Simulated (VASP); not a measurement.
Runs of VASP 6.6.1 on KF. Symmetry: Fm-3m, No. 225, cubic system. Conventional cell: a = 5.318 Å, b = 5.318 Å, c = 5.318 Å, α = 90.00°, β = 90.00°, γ = 90.00°. Within 3.5 Å of K (site symmetry m-3m) lie 6 F at 2.66 Å. F (site symmetry m-3m) has 6 K at 2.66 Å within 3.5 Å. 

```tsv
level	grid for exact exchange (PRECFOCK)	share of exact exchange	screening parameter	gap on the mesh (eV)	pressure (GPa)
PBE-based screened hybrid with 75 % exact exchange	Normal	0.75	0.5 1/Å	10.15	-0.7
PBE-based screened hybrid with 10 % exact exchange	Normal	0.1	0.1 1/Å	7.19	1.6
r2SCAN	-	-	-	6.91	0.0
PBE-based screened hybrid with 5 % exact exchange	Normal	0.05	0.2078 1/Å	6.64	1.8
PBE-based screened hybrid with 30 % exact exchange	Normal	0.3	0.2078 1/Å	8.65	0.9
HSE06	Normal	0.25	0.2079 1/Å	(a)	(b)
```

Alike in all rows: task single point; potentials or basis VASP PAW PBE potentials, release 64 (K_sv, F); no spin polarisation; cell as given; k mesh 4 × 4 × 4; cutoff (eV) 520; smearing gaussian 0.01 eV.

Estimate the missing entries.

(a) 8.24; (b) 1.1.

Caveats: all runs use coarse meshes; the PAW data sets were made with another functional, which shifts forces and pressure a little.

